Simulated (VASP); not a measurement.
A run of VASP 6.6.1 is set up as follows.

Contents of INCAR:

```
  ALGO = Normal
  EDIFF = 1E-6
  ENCUT = 520
  GGA = PE
  ISIF = 2
  ISMEAR = -1
  IVDW = 12
  LASPH = True
  LCHARG = True
  LELF = True
  LREAL = False
  LVHAR = True
  LWAVE = False
  NBANDS = 32
  NELM = 100
  PREC = Accurate
  SIGMA = 0.05
```

The input KPOINTS:

```
k-points
0
Gamma
  8 8 8
```

POSCAR

```
Bi2Se3
1.0
    2.0715000000      1.1959810826      9.5453333333
   -2.0715000000      1.1959810826      9.5453333333
    0.0000000000     -2.3919621653      9.5453333333
Bi Se
2 3
Direct
    0.5992000000      0.5992000000      0.5992000000
    0.4008000000      0.4008000000      0.4008000000
    0.7883000000      0.7883000000      0.7883000000
    0.2117000000      0.2117000000      0.2117000000
    0.0000000000      0.0000000000      0.0000000000
```

Potentials or basis: VASP PAW PBE potentials, release 64 (Bi_d, Se).

Launch:

```console
$ cat potpaw_PBE.64/Bi_d/POTCAR potpaw_PBE.64/Se/POTCAR > POTCAR
$ mpirun -np 1 vasp_std > vasp.out
```

Question: What does it give for the largest force?

Answer: 0.176 eV/Å.

Question: Estimate the pressure.

Answer: 0.2 GPa.

Question: What does it give for the band gap on the k mesh?

Answer: 0.21 eV, direct.

Forces on the atoms (eV/Å):
```
Bi   0.000  0.000  0.176
Bi   0.000  0.000 -0.176
Se   0.000  0.000  0.175
Se   0.000  0.000 -0.175
Se   0.000  0.000  0.000
```

Caveat: three body term missing; spin-orbit coupling is left out, which moves the levels of the heavy elements. A k mesh can miss the band edges.
